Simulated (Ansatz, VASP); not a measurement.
## One calculation of SbSe2, two programs

```
CELL_PARAMETERS angstrom
4.91274 0.00000 0.00000
-2.45637 4.25456 0.00000
0.00000 0.00000 3.69301
ATOMIC_POSITIONS crystal
Sb 0.00000 0.00000 0.78732
Se 0.33333 0.66667 0.51774
Se 0.66667 0.33333 0.51774
```

Alike in both runs: task relaxation of cell and atoms; functional PBE; k mesh 12 × 12 × 12; occupations gaussian, width 0.1 eV; no spin polarisation.

|  | VASP | Ansatz |
| --- | --- | --- |
| version | VASP 6.6.1 | Ansatz 0.2.0 |
| potentials or method | VASP PAW PBE potentials, release 64 (Sb, Se), cutoff 600 eV | scalar-relativistic, plane waves, PAW |
| valence electrons in the cell | 17 | 47 |

|  | VASP | Ansatz | Ansatz less VASP |
| --- | --- | --- | --- |
| gap on the k mesh at the Fermi level, each at its own relaxed structure (eV) | none | none | - |
| relaxed volume (Å³/atom) | 26.00 | 26.14 | +0.136 |
| relaxed length of the cell vector where the two differ most in proportion (Å) | 3.736 | 3.762 | +0.0263 |

A gap of «none» marks a metal or a gap that the smearing closes. VASP's potentials hold 17 valence electrons a cell and Ansatz's 47, so a difference there can come from the potentials and not from the codes.

Neither program's run includes spin-orbit coupling.
